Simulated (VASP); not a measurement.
# CdSe (zincblende type) (F-43m) in VASP: further runs, part 2 of 2

VASP 6.6.1. Earlier steps stand in the parts before.

## Step 3: Single point, PBE (volume scaled by 0.55)

The input, INCAR:

```
PREC     = Accurate       # precision mode
ENCUT    = 520            # plane-wave cutoff, eV
EDIFF    = 1E-7           # SCF threshold, eV
ISMEAR   = -1             # smearing method
SIGMA    = 0.1            # smearing width, eV
LREAL    = F              # projectors in reciprocal space
LASPH    = T              # aspherical terms in the spheres
NELM     = 80             # most SCF steps
ALGO     = Normal         # electronic algorithm
ISIF     = 2              # what is computed and relaxed
LWAVE    = F              # write WAVECAR
LCHARG   = F              # write CHGCAR
GGA      = PE             # functional
NBANDS   = 16             # bands
```

The input, KPOINTS:

```
regular mesh
0
Gamma
  11 11 11
```

The input, POSCAR:

```
CdSe
1.0
    0.0000000000      2.5383301412      2.5383301412
    2.5383301412      0.0000000000      2.5383301412
    2.5383301412      2.5383301412      0.0000000000
Cd Se
1 1
Direct
    0.0000000000      0.0000000000      0.0000000000
    0.2500000000      0.2500000000      0.2500000000
```

Potentials or basis: VASP PAW PBE potentials, release 64 (Cd, Se).

The run is started by

```bash
$ cat potpaw_PBE.64/Cd/POTCAR potpaw_PBE.64/Se/POTCAR > POTCAR
$ mpirun -np 1 vasp_std > vasp.out
```

OUTCAR:

```text
PREC = Accurate
   ENCUT = 520
   EDIFF = 1E-7
   ISMEAR = -1
   LREAL = F
   LASPH = T
   NELM = 80
   ISIF = 2
   GGA = PE

 ion  position               nearest neighbor table
   1  0.000  0.000  0.000-   2 2.20   2 2.20   2 2.20   2 2.20
   2  0.250  0.250  0.250-   1 2.20   1 2.20   1 2.20   1 2.20

  LATTYP: Found a face centered cubic cell.
 ALAT       =     5.0766602824

  Lattice vectors:

 A1 = (   0.0000000000,   2.5383301412,   2.5383301412)
 A2 = (   2.5383301412,   0.0000000000,   2.5383301412)
 A3 = (   2.5383301412,   2.5383301412,   0.0000000000)

Analysis of symmetry for initial positions (statically):
=====================================================================
 Subroutine PRICEL returns:
 Original cell was already a primitive cell.

 Routine SETGRP: Setting up the symmetry group for a
 face centered cubic supercell.

 Subroutine GETGRP returns: Found 24 space group operations
 (whereof 24 operations were pure point group operations)
 out of a pool of 48 trial point group operations.

The static configuration has the point symmetry T_d .

Analysis of symmetry for dynamics (positions and initial velocities):
=====================================================================
 Subroutine PRICEL returns:
 Original cell was already a primitive cell.

 Routine SETGRP: Setting up the symmetry group for a
 face centered cubic supercell.

 Subroutine GETGRP returns: Found 24 space group operations
 (whereof 24 operations were pure point group operations)
 out of a pool of 48 trial point group operations.

The dynamic configuration has the point symmetry T_d .

 Subroutine INISYM returns: Found 24 space group operations
 (whereof 24 operations are pure point group operations),
 and found     1 'primitive' translations

[... 101 lines left out ...]
   ISYM   =      2    0-nonsym 1-usesym 2-fastsym
   POTIM  = 0.5000    time-step for ionic-motion
   TEBEG  =    0.0;   TEEND  =   0.0 temperature during run
   PSTRESS=    0.0 pullay stress
   NELECT =      18.0000    total number of electrons
   NUPDOWN=      -1.0000    fix difference up-down
   EMIN   =  10.00;   EMAX   =-10.00  energy-range for DOS
   EFERMI =   0.00;   METHOD = LEGACY
   ISMEAR =    -1;   SIGMA  =   0.10  broadening in eV -4-tet -1-fermi 0-gaus
   EFERMI_NEDOS =   21; number of points for ismear=-14 and -15
   IALGO  =     38    algorithm
   IMIX   =      4    mixing-type and parameters
     AMIX     =   0.40;   BMIX     =  1.00
     AMIX_MAG =   1.60;   BMIX_MAG =  1.00
  volume/ion in A,a.u.               =      16.35       110.37
  Fermi-wavevector in a.u.,A,eV,Ry     =   1.341552  2.535166 24.487251  1.799762
  Thomas-Fermi vector in A             =   2.469777
   LORBIT       =      0    0 simple, 1 ext, 2 COOP (PROOUT), +10 PAW based schemes
   GGA     = PE    functional components
   LHFCALC =     F    Hartree Fock is set to
   AEXX    =    0.0000 exact exchange contribution
   IVDW    =     0    specifies the selected vdW correction
   LEPSILON=     F    determine dielectric tensor
   LRPA    =     F    only Hartree local field effects (RPA)
 non-spin polarized calculation
  energy-cutoff  :      520.00
  volume of cell :       32.71
 maximum number of plane-waves:       903
   NGX = 13   NGY = 13   NGZ = 13

 number of electron      18.0000003 magnetization

 Free energy of the ion-electron system (eV)
  ---------------------------------------------------
  ext. energy  EPLUGINS =         0.00000000
  ---------------------------------------------------
  free energy    TOTEN  =        -0.18805175 eV

  energy without entropy =       -0.18804391  energy(sigma->0) =       -0.18804783

 E-fermi :   8.0459     XC(G=0): -11.6123

 val. band max:        7.2678427458   @ k =   0.0000   0.0000   0.0000
 cond. band min:       8.7088396750   @ k =   0.0000   0.0000   0.0000
 fundamental gap:      1.4409969292
 Fermi energy:         8.0459381610

 k-point     1 :       0.0000    0.0000    0.0000
  band No.  band energies     occupation
      1     -10.2874      2.00000
      2      -4.5979      2.00000
      3      -4.5979      2.00000
      4      -4.5979      2.00000
      5      -3.3108      2.00000
      6      -3.3108      2.00000
[... 433 lines left out ...]
      3      -4.3401      2.00000
      4      -4.1939      2.00000
      5      -3.3972      2.00000
      6      -3.1943      2.00000
[... 8 lines left out ...]
     15      20.0833      0.00000
     16      20.9396      0.00000

 [... further k-points ...]
[... 5 lines left out ...]
  --------------------------------------------------------------------------------------
  -------------------------------------------------------------------------------------
  Total       22.6839797     22.6839797     22.6839797     -0.0000000      0.0000000      0.0000000
  in kB     1111.1060622   1111.1060622   1111.1060622     -0.0000000      0.0000000      0.0000000
  external PRESSURE =    1111.1060622 kB  Pullay stress =       0.0000000 kB

 VOLUME and BASIS-vectors are now :
 -----------------------------------------------------------------------------
  energy-cutoff  :      520.00
  volume of cell :       32.71
      direct lattice vectors                 reciprocal lattice vectors
     0.000000000  2.538330141  2.538330141    -0.196979893  0.196979893  0.196979893
     2.538330141  0.000000000  2.538330141     0.196979893 -0.196979893  0.196979893
     2.538330141  2.538330141  0.000000000     0.196979893  0.196979893 -0.196979893

 POSITION                                       TOTAL-FORCE (eV/Angst)
 -----------------------------------------------------------------------------------
      0.00000      0.00000      0.00000        -0.000000      0.000000      0.000000
      1.26917      1.26917      1.26917         0.000000     -0.000000      0.000000
 -----------------------------------------------------------------------------------
    total drift:                                0.000000      0.000000      0.000000

  FREE ENERGIE OF THE ION-ELECTRON SYSTEM (eV)
  ---------------------------------------------------
  free  energy   TOTEN  =        -0.1880517463 eV

  energy  without entropy=       -0.1880439144  energy(sigma->0) =       -0.18804783
```

Run time: 16 s. Hardware: 1 thread of Intel Xeon 6975P-C (Granite Rapids), shared host; peak memory 0.17 GiB.

What came out:

| Property | Result |
| --- | --- |
| Free energy | -0.1881 eV |
| Pressure | 111.1 GPa |
| Band gap on the k mesh | 1.44 eV, direct |

 A k mesh can miss the band edges.

## Step 4: Single point, PBE (volume scaled by 0.64)

The input, INCAR:

```
SYSTEM = CdSe
ALGO = Normal ; EDIFF = 1E-7
ENCUT = 520 ; GGA = PE
ISIF = 2 ; ISMEAR = -1
LASPH = .TRUE. ; LCHARG = .FALSE.
LREAL = .FALSE. ; LWAVE = .FALSE.
NBANDS = 16 ; NELM = 100
PREC = Accurate ; SIGMA = 0.1
```

The input, KPOINTS:

```
k-points
0
G
  11 11 11
  0 0 0
```

The input, POSCAR:

```
CdSe
1.0
    0.0000000000      2.6698520872      2.6698520872
    2.6698520872      0.0000000000      2.6698520872
    2.6698520872      2.6698520872      0.0000000000
Cd Se
1 1
Direct
    0.0000000000      0.0000000000      0.0000000000
    0.2500000000      0.2500000000      0.2500000000
```

The run is started by

```bash
$ cat potpaw_PBE.64/Cd/POTCAR potpaw_PBE.64/Se/POTCAR > POTCAR
$ mpirun -np 1 vasp_std > vasp.out
```

It took 15 s on 1 thread of Intel Xeon 6975P-C (Granite Rapids), shared host; peak memory 0.17 GiB.

It converged, with:

| Property | Result |
| --- | --- |
| Free energy | -2.9201 eV |
| Pressure | 58.3 GPa |
| Band gap on the k mesh | 1.31 eV, direct |

Levels at points of the mesh, in eV from the valence-band top:
| k point | band 7 | band 8 | band 9 | band 10 | band 11 | band 12 |
| --- | --- | --- | --- | --- | --- | --- |
| (0.00, 0.00, 0.00) | 0.00 | 0.00 | 0.00 | 1.31 | 5.57 | 5.57 |

## Step 5: Overview

```csv
task,cell,cutoff (eV),gap on the mesh (eV),pressure (GPa)
relaxation of cell and atoms,"relaxed from a = 4.392 Å, angles 60.0°, 2 atoms",600,0.48,0.0
single point,"a = 3.590 Å, angles 60.0°, 2 atoms",520,1.44,111.1
single point,"a = 3.776 Å, angles 60.0°, 2 atoms",520,1.31,58.3
```

Alike in all rows: level PBE; potentials or basis VASP PAW PBE potentials, release 64 (Cd, Se); no spin polarisation; k mesh 11 × 11 × 11; smearing fermi-dirac 0.1 eV.

Absolute energies hang on the potentials; compare differences alone.
